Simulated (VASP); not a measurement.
# P (P6/mmm) in VASP: further runs

P is run at these levels: r2SCAN; tasks: single point, relaxation of cell and atoms.

All numbers are computed with VASP 6.6.1; they aren't measurements. Logs are shortened: lines on timing, memory, paths and dates and some standing lists are left out, and cuts for length are marked.

## (1) The cell of the first run

It takes space group P6/mmm (No. 191, hexagonal). The conventional cell has a = 2.667 Å, b = 2.667 Å, c = 2.411 Å, α = 90.00°, β = 90.00°, γ = 120.00°. Within 3.2 Å of P (site symmetry 6/mmm) lie 8 P at 2.41 to 2.67 Å.

This isn't the form of P at room conditions, which is orthorhombic.

## (2) Single point, r2SCAN

POSCAR

```
P
1.0
    2.6665900362      0.0000000000      0.0000000000
   -1.3332950181      2.3093347128      0.0000000000
    0.0000000000      0.0000000000      2.4111082099
P
1
Direct
    0.0000000000      0.0000000000      0.0000000000
```

INCAR.step1

```
  PREC = Accurate
  ENCUT = 520
  ISMEAR = 0
  SIGMA = 0.1
  LREAL = F
  LASPH = T
  NELM = 100
  NBANDS = 8
  GGA = PE
  ALGO = Normal
  EDIFF = 1E-4
  LWAVE = T
  LCHARG = F
```

INCAR.step2

```
  PREC = Accurate
  ENCUT = 520
  EDIFF = 1E-6
  ISMEAR = 0
  SIGMA = 0.1
  LREAL = F
  LASPH = T
  NELM = 100
  ALGO = Normal
  ISIF = 2
  LWAVE = F
  LCHARG = F
  METAGGA = R2SCAN
  LMIXTAU = T
  NBANDS = 8
  ISTART = 1
```

KPOINTS

```
regular mesh
0
Gamma
  9 9 8
```

Potentials or basis: VASP PAW PBE potentials, release 64 (P).

On the command line:

```
$ cat potpaw_PBE.64/P/POTCAR > POTCAR
$ cp INCAR.step1 INCAR
$ mpirun -np 1 vasp_std > vasp.out
$ cp INCAR.step2 INCAR
$ mpirun -np 1 vasp_std > vasp.out
```

OUTCAR:

```text
PREC = Accurate
   ENCUT = 520
   EDIFF = 1E-6
   ISMEAR = 0
   LREAL = F
   LASPH = T
   NELM = 100
   ISIF = 2
   METAGGA = R2SCAN
   ISTART = 1

 ion  position               nearest neighbor table
   1  0.000  0.000  0.000-

  LATTYP: Found a hexagonal cell.
 ALAT       =     2.6665900362
 C/A-ratio  =     0.9041915619

  Lattice vectors:

 A1 = (   2.6665900362,   0.0000000000,   0.0000000000)
 A2 = (  -1.3332950181,   2.3093347128,   0.0000000000)
 A3 = (   0.0000000000,   0.0000000000,   2.4111082099)

Analysis of symmetry for initial positions (statically):
=====================================================================
 Subroutine PRICEL returns:
 Original cell was already a primitive cell.

 Routine SETGRP: Setting up the symmetry group for a
 hexagonal supercell.

 Subroutine GETGRP returns: Found 24 space group operations
 (whereof 24 operations were pure point group operations)
 out of a pool of 24 trial point group operations.

The static configuration has the point symmetry D_6h.

Analysis of symmetry for dynamics (positions and initial velocities):
=====================================================================
 Subroutine PRICEL returns:
 Original cell was already a primitive cell.

 Routine SETGRP: Setting up the symmetry group for a
 hexagonal supercell.

 Subroutine GETGRP returns: Found 24 space group operations
 (whereof 24 operations were pure point group operations)
 out of a pool of 24 trial point group operations.

The dynamic configuration has the point symmetry D_6h.

 Subroutine INISYM returns: Found 24 space group operations
 (whereof 24 operations are pure point group operations),
 and found     1 'primitive' translations

----------------------------------------------------------------------------------------

                                     Primitive cell

  volume of cell :      14.8477

  direct lattice vectors                    reciprocal lattice vectors
     2.666590036  0.000000000  0.000000000     0.375010776  0.216512573  0.000000000
    -1.333295018  2.309334713  0.000000000     0.000000000  0.433025145  0.000000000
     0.000000000  0.000000000  2.411108210     0.000000000  0.000000000  0.414747043

  length of vectors
     2.666590036  2.666590036  2.411108210     0.433025145  0.433025145  0.414747043

  position of ions in fractional coordinates (direct lattice)
     0.000000000  0.000000000  0.000000000

  ion indices of the primitive-cell ions
   primitive index   ion index
                 1           1

----------------------------------------------------------------------------------------

 KPOINTS: regular mesh

Automatic generation of k-mesh.
 Grid dimensions read from file:
 generate k-points for:    9    9    8

 Generating k-lattice:

  Cartesian coordinates                     Fractional coordinates (reciprocal lattice)
     0.041667864  0.024056953  0.000000000     0.111111111 -0.000000000  0.000000000
     0.000000000  0.048113905  0.000000000     0.000000000  0.111111111  0.000000000
     0.000000000  0.000000000  0.051843380     0.000000000  0.000000000  0.125000000

  Length of vectors
     0.048113905  0.048113905  0.051843380

  Shift w.r.t. Gamma in fractional coordinates (k-lattice)
     0.000000000  0.000000000  0.000000000

 Subroutine IBZKPT returns following result:
 ===========================================

 Found     60 irreducible k-points:

 Following reciprocal coordinates:
            Coordinates               Weight
  0.000000  0.000000  0.000000      1.000000
  0.111111  0.000000  0.000000      6.000000
  0.222222  0.000000  0.000000      6.000000
  0.333333  0.000000  0.000000      6.000000
  0.444444  0.000000  0.000000      6.000000
  0.111111  0.111111  0.000000      6.000000
[... 16 lines left out ...]
  0.333333  0.222222  0.125000     24.000000
  0.333333  0.333333  0.125000      4.000000
 [... further k-points ...]
   k-points           NKPTS =     60   k-points in BZ     NKDIM =     60   number of bands    NBANDS=      8
   number of dos      NEDOS =    301   number of ions     NIONS =      1
   total plane-waves  NPLWV =   7200
   dimension x,y,z NGX =    20 NGY =   20 NGZ =   18
   dimension x,y,z NGXF=    40 NGYF=   40 NGZF=   36
   ions per type =               1
   NGX,Y,Z   is equivalent  to a cutoff of  12.47, 12.47, 12.41 a.u.
   NGXF,Y,Z  is equivalent  to a cutoff of  24.94, 24.94, 24.82 a.u.
 SYSTEM =  unknown system
   PREC   = accura    normal or accurate (medium, high low for compatibility)
   ISTART =      1    job   : 0-new  1-cont  2-samecut
   ICHARG =      0    charge: 1-file 2-atom 10-const
   ISPIN  =      1    spin polarized calculation?
   LNONCOLLINEAR =      F non collinear calculations
   LSORBIT =      F    spin-orbit coupling
   LASPH  =      T    aspherical Exc in radial PAW
   ENCUT  =  520.0 eV  38.22 Ry    6.18 a.u.   4.96  4.96  4.48*2*pi/ulx,y,z
   NELM   =    100;   NELMIN=  2; NELMDL=  0     # of ELM steps
   EDIFF  = 0.1E-05   stopping-criterion for ELM
   LREAL  =      F    real-space projection
   EDIFFG = 0.1E-04   stopping-criterion for IOM
   NSW    =      0    number of steps for IOM
   IBRION =     -1    ionic relax: 0-MD 1-quasi-New 2-CG
   NFREE  =      0    steps in history (QN), initial steepest desc. (CG)
   ISIF   =      2    stress and relaxation
   ISYM   =      2    0-nonsym 1-usesym 2-fastsym
   POTIM  = 0.5000    time-step for ionic-motion
   TEBEG  =    0.0;   TEEND  =   0.0 temperature during run
   PSTRESS=    0.0 pullay stress
   NELECT =       5.0000    total number of electrons
   NUPDOWN=      -1.0000    fix difference up-down
   EMIN   =  10.00;   EMAX   =-10.00  energy-range for DOS
   EFERMI =   0.00;   METHOD = LEGACY
   ISMEAR =     0;   SIGMA  =   0.10  broadening in eV -4-tet -1-fermi 0-gaus
   EFERMI_NEDOS =   21; number of points for ismear=-14 and -15
   IALGO  =     38    algorithm
   IMIX   =      4    mixing-type and parameters
     AMIX     =   0.40;   BMIX     =  1.00
     AMIX_MAG =   1.60;   BMIX_MAG =  1.00
  volume/ion in A,a.u.               =      14.85       100.20
  Fermi-wavevector in a.u.,A,eV,Ry     =   1.138968  2.152338 17.650134  1.297248
  Thomas-Fermi vector in A             =   2.275672
   LORBIT       =      0    0 simple, 1 ext, 2 COOP (PROOUT), +10 PAW based schemes
   METAGGA = R2SCAN    functional components
   LHFCALC =     F    Hartree Fock is set to
   AEXX    =    0.0000 exact exchange contribution
   IVDW    =     0    specifies the selected vdW correction
   LEPSILON=     F    determine dielectric tensor
   LRPA    =     F    only Hartree local field effects (RPA)
 non-spin polarized calculation
 Gauss-broadening in eV      SIGMA  =   0.10
  energy-cutoff  :      520.00
  volume of cell :       14.85
 maximum number of plane-waves:       414
 NGX is ok and might be reduce to    20
   NGX =  9   NGY =  9   NGZ =  9

 number of electron       5.0000000 magnetization

 Free energy of the ion-electron system (eV)
  ---------------------------------------------------
  ext. energy  EPLUGINS =         0.00000000
  ---------------------------------------------------
  free energy    TOTEN  =        -8.35818849 eV

  energy without entropy =       -8.35443634  energy(sigma->0) =       -8.35631241

 E-fermi :   9.6763     XC(G=0): -11.9011

 val. band max:        9.6513413683   @ k =   0.3333   0.0000   0.2500
 cond. band min:       9.7186855571   @ k =   0.2222   0.1111   0.2500
 fundamental gap:      0.0673441888
 Fermi energy:         9.6762976629

 k-point     1 :       0.0000    0.0000    0.0000
  band No.  band energies     occupation
      1      -7.6798      2.00000
      2      15.2436      0.00000
      3      15.2436      0.00000
      4      15.5835      0.00000
      5      16.8572      0.00000
      6      21.3530      0.00000
      7      21.3530      0.00000
      8      26.7233      0.00000

 k-point     2 :       0.1111    0.0000    0.0000
  band No.  band energies     occupation
      1      -7.3452      2.00000
      2      12.5157      0.00000
      3      14.3978      0.00000
      4      15.8437      0.00000
      5      17.8910      0.00000
      6      20.6703      0.00000
      7      22.8222      0.00000
      8      27.6647      0.00000

 k-point     3 :       0.2222    0.0000    0.0000
  band No.  band energies     occupation
      1      -6.3521      2.00000
      2       8.5516      2.00000
      3      12.9973      0.00000
      4      16.5955      0.00000
      5      17.0842      0.00000
      6      21.4253      0.00000
      7      26.0663      0.00000
      8      29.8629      0.00000

 k-point     4 :       0.3333    0.0000    0.0000
  band No.  band energies     occupation
      1      -4.7498      2.00000
      2       4.7134      2.00000
      3      11.9082      0.00000
      4      15.9544      0.00000
      5      17.7115      0.00000
      6      23.0568      0.00000
      7      28.0824      0.00000
      8      30.0863      0.00000

 k-point     5 :       0.4444    0.0000    0.0000
  band No.  band energies     occupation
      1      -2.8152      2.00000
      2       1.6088      2.00000
      3      11.3383      0.00000
      4      15.3368      0.00000
      5      18.7570      0.00000
      6      24.6715      0.00000
      7      26.0635      0.00000
      8      30.3055      0.00000
[... 177 lines left out ...]
 k-point    22 :       0.2222    0.2222    0.1250
  band No.  band energies     occupation
      1      -3.4353      2.00000
      2       5.1171      2.00000
      3       7.3939      2.00000
      4      14.8636      0.00000
      5      23.1625      0.00000
      6      23.9012      0.00000
      7      24.7036      0.00000
      8      27.4677      0.00000

 k-point    23 :       0.3333    0.2222    0.1250
  band No.  band energies     occupation
      1      -1.6121      2.00000
      2       2.8394      2.00000
      3       6.0447      2.00000
      4      15.9364      0.00000
      5      22.8228      0.00000
      6      23.3951      0.00000
      7      26.0566      0.00000
      8      27.3136      0.00000

 k-point    24 :       0.3333    0.3333    0.1250
  band No.  band energies     occupation
      1      -0.7005      2.00000
      2       3.5339      2.00000
      3       3.5339      2.00000
      4      16.3894      0.00000
      5      23.8325      0.00000
      6      23.8325      0.00000
      7      27.1877      0.00000
      8      27.5924      0.00000

 [... further k-points ...]

------------------------ aborting loop because EDIFF is reached ----------------------------------------

  FORCE on cell =-STRESS in cart. coord.  units (eV):
  Direction    XX          YY          ZZ          XY          YZ          ZX
  --------------------------------------------------------------------------------------
  -------------------------------------------------------------------------------------
  Total       -0.0157634     -0.0157634     -0.0462037      0.0000000      0.0000000      0.0000000
  in kB       -1.7009910     -1.7009910     -4.9857169      0.0000000      0.0000000      0.0000000
  external PRESSURE =      -2.7958996 kB  Pullay stress =       0.0000000 kB

 VOLUME and BASIS-vectors are now :
 -----------------------------------------------------------------------------
  energy-cutoff  :      520.00
  volume of cell :       14.85
      direct lattice vectors                 reciprocal lattice vectors
     2.666590036  0.000000000  0.000000000     0.375010776  0.216512573  0.000000000
    -1.333295018  2.309334713  0.000000000     0.000000000  0.433025145  0.000000000
     0.000000000  0.000000000  2.411108210     0.000000000  0.000000000  0.414747043

 POSITION                                       TOTAL-FORCE (eV/Angst)
 -----------------------------------------------------------------------------------
      0.00000      0.00000      0.00000         0.000000      0.000000      0.000000
 -----------------------------------------------------------------------------------
    total drift:                                0.000000      0.000000      0.000000

  FREE ENERGIE OF THE ION-ELECTRON SYSTEM (eV)
  ---------------------------------------------------
  free  energy   TOTEN  =        -8.3581884913 eV

  energy  without entropy=       -8.3544363375  energy(sigma->0) =       -8.35631241
```

Run time: 29 s. Hardware: 1 thread of Intel Xeon 8259CL, shared host; peak memory 0.12 GiB.

What came out:

- Free energy: -8.3582 eV
- Pressure: -0.3 GPa
- Band gap on the k mesh: zero (an odd number of electrons rules out a gap without spin polarisation)

Levels at points of the mesh, in eV from the Fermi level:
| k point | band 1 | band 2 | band 3 | band 4 | band 5 |
| --- | --- | --- | --- | --- | --- |
| (0.00, 0.00, 0.00) | -17.36 | 5.57 | 5.57 | 5.91 | 7.18 |
| (0.00, 0.00, 0.50) | -12.53 | -9.14 | 8.65 | 8.65 | 14.61 |

Caveat: the PAW data sets were made with another functional, which shifts forces and pressure a little.

## (3) Relaxation of cell and atoms, r2SCAN

This run uses another cell than the first one, of 27.97 Å³/atom.

POSCAR

```
P
1.0
    3.2572956256      0.0000000000      0.0000000000
   -1.6286478128      2.8209007594      0.0000000000
    0.0000000000      0.0000000000      3.0435356002
P
1
Direct
    0.0000000000      0.0000000000      0.0000000000
```

INCAR.step1

```
SYSTEM = P
PREC     = Accurate       ! precision mode
ENCUT    = 600            ! plane-wave cutoff, eV
ISMEAR   = 0              ! smearing method
SIGMA    = 0.1            ! smearing width, eV
LREAL    = .False.        ! projectors in reciprocal space
LASPH    = .True.         ! aspherical terms in the spheres
NELM     = 60             ! most SCF steps
GGA      = PE             ! functional
ALGO     = Normal         ! electronic algorithm
EDIFF    = 1E-4           ! SCF threshold, eV
LWAVE    = .True.         ! write WAVECAR
LCHARG   = .False.        ! write CHGCAR
```

INCAR.step2

```
SYSTEM = P
PREC     = Accurate       ! precision mode
ENCUT    = 600            ! plane-wave cutoff, eV
EDIFF    = 1E-6           ! SCF threshold, eV
ISMEAR   = 0              ! smearing method
SIGMA    = 0.1            ! smearing width, eV
LREAL    = .False.        ! projectors in reciprocal space
LASPH    = .True.         ! aspherical terms in the spheres
NELM     = 60             ! most SCF steps
ALGO     = Normal         ! electronic algorithm
ISIF     = 3              ! what is computed and relaxed
LWAVE    = .False.        ! write WAVECAR
LCHARG   = .False.        ! write CHGCAR
METAGGA  = R2SCAN         ! meta-GGA
LMIXTAU  = .True.       
IBRION   = 2              ! ionic algorithm
NSW      = 90             ! ionic steps
EDIFFG   = -0.04          ! ionic threshold
ISTART   = 1
```

KPOINTS

```
regular mesh
0
Gamma
  6 6 6
  0 0 0
```

Potentials or basis: VASP PAW PBE potentials, release 64 (P).

On the command line:

```
$ cat potpaw_PBE.64/P/POTCAR > POTCAR
$ cp INCAR.step1 INCAR
$ mpirun -np 1 vasp_std > vasp.out
$ cp INCAR.step2 INCAR
$ mpirun -np 1 vasp_std > vasp.out
```

Run time: 2.5 min. Hardware: 1 thread of Intel Xeon 8259CL, shared host; peak memory 0.16 GiB.

The run converged. Its results:

- Free energy: -8.4020 eV
- Relaxed volume: 14.39 Å³/atom
- Relaxed cell: a = 2.587 Å, b = 2.587 Å, c = 2.483 Å, α = 90.00°, β = 90.00°, γ = 120.00°
- Space group after relaxing (to 0.1 Å): P6/mmm (No. 191)
- Energy gained by relaxing: 1235.7 meV/atom
- Ionic steps: 10
- Pressure after relaxing: 0.0 GPa
- Band gap on the k mesh: zero (an odd number of electrons rules out a gap without spin polarisation)

Stress tensor (GPa, compression positive):
```
 0.19  0.00  0.00
 0.00  0.19  0.00
 0.00  0.00 -0.24
```

Step by step:
| step | energy change (eV) | largest force (eV/Å) | pressure (GPa) | volume (Å³) |
| --- | --- | --- | --- | --- |
| 1 | 0.0000 | 0.0000 | -18.07 | 27.97 |
| 2 | -1.1283 | 0.0000 | -7.50 | 17.00 |
| 3 | -1.1506 | 0.0000 | -3.79 | 16.00 |
| 4 | -1.1511 | 0.0000 | -1.89 | 15.63 |
| 5 | -1.2283 | 0.0000 | 0.81 | 14.26 |
| 6 | -1.2228 | 0.0000 | 4.93 | 13.73 |
| 7 | -1.2321 | 0.0000 | 2.26 | 14.06 |
| 8 | -1.2321 | 0.0000 | 2.56 | 14.02 |
| 9 | -1.2351 | 0.0000 | -0.92 | 14.53 |
| 10 | -1.2357 | 0.0000 | 0.04 | 14.39 |

Final structure:
```xyz
1
Lattice="2.5871 0.0000 0.0000 -1.2935 2.2405 0.0000 0.0000 0.0000 2.4826" Properties=species:S:1:pos:R:3 pbc="T T T"
P     0.0000    0.0000    0.0000
```

Levels at points of the mesh, in eV from the Fermi level:
```tsv
k point	band 1	band 2	band 3	band 4	band 5	band 6
(0.00, 0.00, 0.00)	-17.67	4.38	6.79	6.89	6.89	12.33
(0.50, 0.00, 0.00)	-11.54	-9.01	2.38	6.01	8.36	15.29
(0.00, 0.00, 0.50)	-13.53	-9.24	9.49	9.49	14.73	14.73
(0.50, 0.00, 0.50)	-6.71	-5.86	-4.67	1.57	5.17	10.54
```

Caveat: the k points lie up to 0.47 Å⁻¹ apart in the final cell, too coarse for converged energies and pressures of a metal; the volume moved by over 15 % at a fixed basis, so the end points are rough; the PAW data sets were made with another functional, which shifts forces and pressure a little.

[end of part 1 of 2]
